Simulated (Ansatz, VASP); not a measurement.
## ZrS: VASP beside Ansatz

```
CELL_PARAMETERS angstrom
0.00000 2.77713 2.40254
2.57046 0.00000 2.40254
2.57046 2.77713 0.00000
ATOMIC_POSITIONS crystal
Zr 0.00000 0.00000 0.00000
S 0.50000 0.50000 0.50000
```

Change from the starting cell: strain +e along x and -e along y -0.0400, strain +e along z and -e/2 along x and y -0.0700.

Alike in both runs: task single point; functional PBEsol; k mesh 16 × 16 × 16; occupations gaussian, width 0.15 eV; no spin polarisation.

```csv
,VASP,Ansatz
version,VASP 6.6.1,Ansatz 0.2.0
potentials or method,"VASP PAW PBE potentials, release 64 (Zr_sv, S), cutoff 520 eV","scalar-relativistic, plane waves, PAW"
valence electrons in the cell,18,18
```

Ansatz gave:

```
gap on the k mesh at the Fermi level (eV)                     : none
pressure (GPa)                                                : 7.2
traceless stress, the component that is largest in VASP (GPa) : 26.14
```

Problem. Which values does VASP return?

Solution. gap on the k mesh at the Fermi level (eV): none; pressure (GPa): 7.3; traceless stress, the component that is largest in VASP (GPa): 26.26.

VASP's potentials were made for PBE, not for PBEsol, and Ansatz warns of the same on its side. A gap of «none» marks a metal or a gap that the smearing closes.
